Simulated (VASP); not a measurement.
# Ir (I4/mmm) in VASP: further runs

Runs on Ir. Level: r2SCAN. Tasks: single point.

All numbers are computed with VASP 6.6.1; they aren't measurements. Logs are shortened: lines on timing, memory, paths and dates and some standing lists are left out, and cuts for length are marked.

**1. The cell of the first run**

The structure is tetragonal, space group I4/mmm (No. 139). Conventional cell: a = 2.715 Å, b = 2.715 Å, c = 3.763 Å, α = 90.00°, β = 90.00°, γ = 90.00°. Ir (site symmetry 4/mmm) has 12 Ir at 2.69 to 2.71 Å within 3.5 Å.

**2. Single point, r2SCAN (strain -0.0200 x Voigt [0, 1, 0, 0, 0, 0])**

POSCAR

```
Ir
1.0
    0.0000000000      1.8813060000      1.9197000000
    1.9197000000      0.0000000000      1.9197000000
    1.9197000000      1.8813060000      0.0000000000
Ir
1
Direct
    0.0000000000      0.0000000000      0.0000000000
```

INCAR.step1

```
SYSTEM = Ir
PREC     = Accurate       ! precision mode
ENCUT    = 520            ! plane-wave cutoff, eV
ISMEAR   = 0              ! smearing method
SIGMA    = 0.15           ! smearing width, eV
LREAL    = .False.        ! projectors in reciprocal space
LASPH    = .True.         ! aspherical terms in the spheres
NELM     = 100            ! most SCF steps
NBANDS   = 10             ! bands
GGA      = PE             ! functional
ALGO     = Normal         ! electronic algorithm
EDIFF    = 1E-4           ! SCF threshold, eV
LWAVE    = .True.         ! write WAVECAR
LCHARG   = .False.        ! write CHGCAR
```

INCAR.step2

```
SYSTEM = Ir
PREC     = Accurate       ! precision mode
ENCUT    = 520            ! plane-wave cutoff, eV
EDIFF    = 1E-7           ! SCF threshold, eV
ISMEAR   = 0              ! smearing method
SIGMA    = 0.15           ! smearing width, eV
LREAL    = .False.        ! projectors in reciprocal space
LASPH    = .True.         ! aspherical terms in the spheres
NELM     = 100            ! most SCF steps
ALGO     = Normal         ! electronic algorithm
ISIF     = 2              ! what is computed and relaxed
LWAVE    = .False.        ! write WAVECAR
LCHARG   = .False.        ! write CHGCAR
METAGGA  = R2SCAN         ! meta-GGA
LMIXTAU  = .True.       
NBANDS   = 10             ! bands
ISTART   = 1
```

KPOINTS

```
Automatic mesh
0
Gamma
  22 22 22
  0 0 0
```

Potentials or basis: VASP PAW PBE potentials, release 64 (Ir).

Started as:

```sh
$ cat potpaw_PBE.64/Ir/POTCAR > POTCAR
$ cp INCAR.step1 INCAR
$ mpirun -np 1 vasp_std > vasp.out
$ cp INCAR.step2 INCAR
$ mpirun -np 1 vasp_std > vasp.out
```

OUTCAR:

```text
SYSTEM = Ir
   PREC = Accurate
   ENCUT = 520
   EDIFF = 1E-7
   ISMEAR = 0
   LREAL = .False.
   LASPH = .True.
   NELM = 100
   ISIF = 2
   METAGGA = R2SCAN
   ISTART = 1

 ion  position               nearest neighbor table
   1  0.000  0.000  0.000-

  LATTYP: Found a body centered tetragonal cell.
 ALAT       =     2.7148657757
 C/A-ratio  =     1.3859292911

  Lattice vectors:

 A1 = (   0.0000000000,  -1.8813060000,   1.9197000000)
 A2 = (   0.0000000000,  -1.8813060000,  -1.9197000000)
 A3 = (   1.9197000000,   1.8813060000,   0.0000000000)

Analysis of symmetry for initial positions (statically):
=====================================================================
 Subroutine PRICEL returns:
 Original cell was already a primitive cell.

 Routine SETGRP: Setting up the symmetry group for a
 body centered tetragonal supercell.

 Subroutine GETGRP returns: Found 16 space group operations
 (whereof 16 operations were pure point group operations)
 out of a pool of 16 trial point group operations.

The static configuration has the point symmetry D_4h.

Analysis of symmetry for dynamics (positions and initial velocities):
=====================================================================
 Subroutine PRICEL returns:
 Original cell was already a primitive cell.

 Routine SETGRP: Setting up the symmetry group for a
 body centered tetragonal supercell.

 Subroutine GETGRP returns: Found 16 space group operations
 (whereof 16 operations were pure point group operations)
 out of a pool of 16 trial point group operations.

The dynamic configuration has the point symmetry D_4h.

 Subroutine INISYM returns: Found 16 space group operations
 (whereof 16 operations are pure point group operations),
 and found     1 'primitive' translations

----------------------------------------------------------------------------------------

                                     Primitive cell

  volume of cell :      13.8662

  direct lattice vectors                    reciprocal lattice vectors
     0.000000000  1.881306000  1.919700000    -0.260457363  0.265772820  0.260457363
     1.919700000  0.000000000  1.919700000     0.260457363 -0.265772820  0.260457363
     1.919700000  1.881306000  0.000000000     0.260457363  0.265772820 -0.260457363

  length of vectors
     2.687854229  2.714865776  2.687854229     0.454215002  0.454215002  0.454215002

  position of ions in fractional coordinates (direct lattice)
     0.000000000  0.000000000  0.000000000

  ion indices of the primitive-cell ions
   primitive index   ion index
                 1           1

----------------------------------------------------------------------------------------

 KPOINTS: Automatic mesh

Automatic generation of k-mesh.
 Grid dimensions read from file:
 generate k-points for:   22   22   22

 Generating k-lattice:

  Cartesian coordinates                     Fractional coordinates (reciprocal lattice)
    -0.011838971  0.012080583  0.011838971     0.045454545  0.000000000  0.000000000
     0.011838971 -0.012080583  0.011838971     0.000000000  0.045454545  0.000000000
     0.011838971  0.012080583 -0.011838971     0.000000000  0.000000000  0.045454545

  Length of vectors
     0.020646136  0.020646136  0.020646136

  Shift w.r.t. Gamma in fractional coordinates (k-lattice)
     0.000000000  0.000000000  0.000000000

 Subroutine IBZKPT returns following result:
 ===========================================

 Found    834 irreducible k-points:

 Following reciprocal coordinates:
            Coordinates               Weight
  0.000000  0.000000  0.000000      1.000000
  0.045455  0.000000  0.000000      8.000000
  0.090909  0.000000  0.000000      8.000000
  0.136364  0.000000  0.000000      8.000000
  0.181818  0.000000  0.000000      8.000000
  0.227273  0.000000  0.000000      8.000000
[... 16 lines left out ...]
  0.500000  0.045455  0.000000     16.000000
 -0.454545  0.045455  0.000000     16.000000
 [... further k-points ...]
   k-points           NKPTS =    834   k-points in BZ     NKDIM =    834   number of bands    NBANDS=     10
   number of dos      NEDOS =    301   number of ions     NIONS =      1
   total plane-waves  NPLWV =   8000
   dimension x,y,z NGX =    20 NGY =   20 NGZ =   20
   dimension x,y,z NGXF=    40 NGYF=   40 NGZF=   40
   ions per type =               1
   NGX,Y,Z   is equivalent  to a cutoff of  12.37, 12.25, 12.37 a.u.
   NGXF,Y,Z  is equivalent  to a cutoff of  24.74, 24.49, 24.74 a.u.
 SYSTEM =  Ir
   PREC   = accura    normal or accurate (medium, high low for compatibility)
   ISTART =      1    job   : 0-new  1-cont  2-samecut
   ICHARG =      0    charge: 1-file 2-atom 10-const
   ISPIN  =      1    spin polarized calculation?
   LNONCOLLINEAR =      F non collinear calculations
   LSORBIT =      F    spin-orbit coupling
   LASPH  =      T    aspherical Exc in radial PAW
   ENCUT  =  520.0 eV  38.22 Ry    6.18 a.u.   5.00  5.05  5.00*2*pi/ulx,y,z
   NELM   =    100;   NELMIN=  2; NELMDL=  0     # of ELM steps
   EDIFF  = 0.1E-06   stopping-criterion for ELM
   LREAL  =      F    real-space projection
   EDIFFG = 0.1E-05   stopping-criterion for IOM
   NSW    =      0    number of steps for IOM
   IBRION =     -1    ionic relax: 0-MD 1-quasi-New 2-CG
   NFREE  =      0    steps in history (QN), initial steepest desc. (CG)
   ISIF   =      2    stress and relaxation
   ISYM   =      2    0-nonsym 1-usesym 2-fastsym
   POTIM  = 0.5000    time-step for ionic-motion
   TEBEG  =    0.0;   TEEND  =   0.0 temperature during run
   PSTRESS=    0.0 pullay stress
   NELECT =       9.0000    total number of electrons
   NUPDOWN=      -1.0000    fix difference up-down
   EMIN   =  10.00;   EMAX   =-10.00  energy-range for DOS
   EFERMI =   0.00;   METHOD = LEGACY
   ISMEAR =     0;   SIGMA  =   0.15  broadening in eV -4-tet -1-fermi 0-gaus
   EFERMI_NEDOS =   21; number of points for ismear=-14 and -15
   IALGO  =     38    algorithm
   IMIX   =      4    mixing-type and parameters
     AMIX     =   0.40;   BMIX     =  1.00
     AMIX_MAG =   1.60;   BMIX_MAG =  1.00
  volume/ion in A,a.u.               =      13.87        93.57
  Fermi-wavevector in a.u.,A,eV,Ry     =   1.417437  2.678567 27.335822  2.009126
  Thomas-Fermi vector in A             =   2.538667
   LORBIT       =      0    0 simple, 1 ext, 2 COOP (PROOUT), +10 PAW based schemes
   METAGGA = R2SCAN    functional components
   LHFCALC =     F    Hartree Fock is set to
   AEXX    =    0.0000 exact exchange contribution
   IVDW    =     0    specifies the selected vdW correction
   LEPSILON=     F    determine dielectric tensor
   LRPA    =     F    only Hartree local field effects (RPA)
 non-spin polarized calculation
 Gauss-broadening in eV      SIGMA  =   0.15
  energy-cutoff  :      520.00
  volume of cell :       13.87
 maximum number of plane-waves:       386
   NGX =  9   NGY =  9   NGZ =  9

 number of electron       9.0000001 magnetization

 Free energy of the ion-electron system (eV)
  ---------------------------------------------------
  ext. energy  EPLUGINS =         0.00000000
  ---------------------------------------------------
  free energy    TOTEN  =       -52.34716123 eV

  energy without entropy =      -52.33562494  energy(sigma->0) =      -52.34139309

 E-fermi :  10.5058     XC(G=0): -15.4675

 val. band max:       10.5045622226   @ k =   0.4091   0.1818   0.0455
 cond. band min:      10.5094047743   @ k =  -0.3636   0.0455   0.0000
 fundamental gap:      0.0048425517
 Fermi energy:        10.5057805380

 k-point     1 :       0.0000    0.0000    0.0000
  band No.  band energies     occupation
      1      -1.2233      2.00000
      2       6.3155      2.00000
      3       6.3155      2.00000
      4       6.5937      2.00000
      5       9.0226      2.00000
      6       9.3873      2.00000
      7      25.5948      0.00000
      8      31.3497      0.00000
      9      31.3497      0.00000
     10      32.0455      0.00000

 k-point     2 :       0.0455    0.0000    0.0000
  band No.  band energies     occupation
      1      -1.1247      2.00000
      2       6.2899      2.00000
      3       6.3590      2.00000
      4       6.6081      2.00000
      5       8.9972      2.00000
      6       9.3553      2.00000
      7      25.7663      0.00000
      8      30.9723      0.00000
      9      31.5095      0.00000
     10      32.0544      0.00000

 k-point     3 :       0.0909    0.0000    0.0000
  band No.  band energies     occupation
      1      -0.8356      2.00000
      2       6.1779      2.00000
      3       6.4773      2.00000
      4       6.6923      2.00000
      5       8.9376      2.00000
      6       9.2742      2.00000
      7      26.2522      0.00000
      8      29.8873      0.00000
      9      31.9791      0.00000
     10      32.4591      0.00000

 k-point     4 :       0.1364    0.0000    0.0000
  band No.  band energies     occupation
      1      -0.3788      2.00000
      2       5.9987      2.00000
      3       6.6302      2.00000
      4       6.8394      2.00000
      5       8.8950      2.00000
      6       9.1903      2.00000
      7      26.9533      0.00000
      8      28.5976      0.00000
      9      32.7299      0.00000
     10      33.1998      0.00000
[... 222 lines left out ...]
 k-point    22 :       0.4545    0.0455   -0.0000
  band No.  band energies     occupation
      1       1.9852      2.00000
      2       6.0940      2.00000
      3       6.4976      2.00000
      4       8.7947      2.00000
      5      11.3770      0.00000
      6      11.6114      0.00000
      7      19.2101      0.00000
      8      25.5863      0.00000
      9      31.6339      0.00000
     10      32.0333      0.00000

 k-point    23 :       0.5000    0.0455    0.0000
  band No.  band energies     occupation
      1       1.9756      2.00000
      2       6.0503      2.00000
      3       6.4407      2.00000
      4       9.3077      2.00000
      5      11.4612      0.00000
      6      11.9893      0.00000
      7      18.4303      0.00000
      8      25.3824      0.00000
      9      31.2496      0.00000
     10      31.6332      0.00000

 k-point    24 :      -0.4545    0.0455    0.0000
  band No.  band energies     occupation
      1       1.9788      2.00000
      2       6.0689      2.00000
      3       6.4441      2.00000
      4       9.2133      2.00000
      5      11.3211      0.00000
      6      12.0234      0.00000
      7      18.5923      0.00000
      8      25.4235      0.00000
      9      31.1505      0.00000
     10      31.8909      0.00000

 [... further k-points ...]

------------------------ aborting loop because EDIFF is reached ----------------------------------------

  FORCE on cell =-STRESS in cart. coord.  units (eV):
  Direction    XX          YY          ZZ          XY          YZ          ZX
  --------------------------------------------------------------------------------------
  -------------------------------------------------------------------------------------
  Total        0.8673077      1.5598343      0.8673077      0.0000000      0.0000000      0.0000000
  in kB      100.2138259    180.2324057    100.2138259      0.0000000      0.0000000      0.0000000
  external PRESSURE =     126.8866859 kB  Pullay stress =       0.0000000 kB

 VOLUME and BASIS-vectors are now :
 -----------------------------------------------------------------------------
  energy-cutoff  :      520.00
  volume of cell :       13.87
      direct lattice vectors                 reciprocal lattice vectors
     0.000000000  1.881306000  1.919700000    -0.260457363  0.265772820  0.260457363
     1.919700000  0.000000000  1.919700000     0.260457363 -0.265772820  0.260457363
     1.919700000  1.881306000  0.000000000     0.260457363  0.265772820 -0.260457363

 POSITION                                       TOTAL-FORCE (eV/Angst)
 -----------------------------------------------------------------------------------
      0.00000      0.00000      0.00000         0.000000     -0.000000      0.000000
 -----------------------------------------------------------------------------------
    total drift:                                0.000000      0.000000      0.000000

  FREE ENERGIE OF THE ION-ELECTRON SYSTEM (eV)
  ---------------------------------------------------
  free  energy   TOTEN  =       -52.3471612283 eV

  energy  without entropy=      -52.3356249448  energy(sigma->0) =      -52.34139309
```

It took 5 min on 1 thread of Intel Xeon Platinum 8375C at 2.90GHz (Ice Lake), shared host; peak memory 0.24 GiB.

Results:

```
Free energy            : -52.3472 eV
Pressure               : 12.7 GPa
Band gap on the k mesh : zero (an odd number of electrons rules out a gap without spin polarisation)
```

Stress tensor (GPa, compression positive):
```
10.02  0.00  0.00
 0.00 18.02  0.00
 0.00  0.00 10.02
```

Caveat: the cell differs from its parent crystal (strain -0.0200 x Voigt [0, 1, 0, 0, 0, 0]); the cell stands under pressure; the PAW data sets were made with another functional, which shifts forces and pressure a little; spin-orbit coupling is left out, which moves the levels of the heavy elements.

(Continued in part 2 of 2.)
